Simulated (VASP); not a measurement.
## NaI: single point with r2SCAN

NaI:

```
Na I
1.0
     0.00000    3.18785    3.13931
     3.18785    0.00000    3.13931
     3.18785    3.18785    0.00000
Na I
1 1
Direct
  0.00000 0.00000 0.00000
  0.50000 0.50000 0.50000
```

This cell differs from its parent crystal: strain -0.015 along x and y, -0.030 along z.

```json
{
 "Program": "VASP 6.6.1",
 "Task": "single point",
 "Functional": "r2SCAN",
 "Potentials or basis": "VASP PAW PBE potentials, release 64 (Na_pv, I)",
 "Cutoff": "520 eV",
 "k mesh": "6 × 6 × 6",
 "Occupations": "gaussian, width 0.05 eV",
 "Spin": "no spin polarisation"
}
```

| Quantity | Value |
| --- | --- |
| Pressure | 1.0 GPa |
| Band gap on the k mesh | 4.63 eV |

Stress tensor (GPa, compression positive):
```
0.81 0.00 0.00
0.00 0.81 0.00
0.00 0.00 1.39
```

Levels at points of the mesh, in eV from the valence-band top:
```csv
k point,band 4,band 5,band 6,band 7,band 8,band 9,band 10,band 11
"(0.00, 0.00, 0.00)",-11.52,-0.02,0.00,0.00,4.63,8.43,8.43,8.53
"(0.50, 0.00, 0.00)",-11.12,-2.42,-0.36,-0.33,5.71,8.05,8.18,10.25
"(0.50, 0.50, 0.00)",-11.01,-2.14,-0.88,-0.88,5.24,5.87,11.22,12.37
"(0.50, 0.00, 0.50)",-11.03,-2.15,-0.87,-0.81,5.27,5.92,11.11,12.35
```

Wall time 46 s on 1 thread of Intel(R) Xeon(R) 6975P-C (Granite Rapids), with other jobs on the host, peak memory 0.21 GiB.

Caveat: the cell differs from its parent crystal (strain -0.015 along x and y, -0.030 along z); the PAW data sets were made with another functional, which shifts forces and pressure a little; spin-orbit coupling is left out, which moves the levels of the heavy elements.
